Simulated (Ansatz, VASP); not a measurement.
## WC in VASP and in Ansatz

```
W C
1.0
     2.92247    0.00000    0.00000
    -1.46123    2.53093    0.00000
     0.00000    0.00000    2.84639
W C
1 1
Direct
  0.00000 0.00000 0.00000
  0.66667 0.33333 0.50000
```

Alike in both runs: task relaxation of cell and atoms; functional PBE; k mesh 18 × 18 × 14; occupations gaussian, width 0.1 eV; no spin polarisation.

|  | VASP | Ansatz |
| --- | --- | --- |
| version | VASP 6.6.1 | Ansatz 0.2.0 |
| potentials or method | VASP PAW PBE potentials, release 64 (W_sv, C), cutoff 600 eV | scalar-relativistic, plane waves, PAW |
| valence electrons in the cell | 18 | 18 |

```csv
,VASP,Ansatz,Ansatz less VASP
"gap on the k mesh at the Fermi level, each at its own relaxed structure (eV)",none,none,-
relaxed volume (Å³/atom),10.55,10.53,-0.025
relaxed length of the cell vector where the two differ most in proportion (Å),2.850,2.847,-0.0026
```

A gap of «none» marks a metal or a gap that the smearing closes.

Spin-orbit coupling is off throughout.
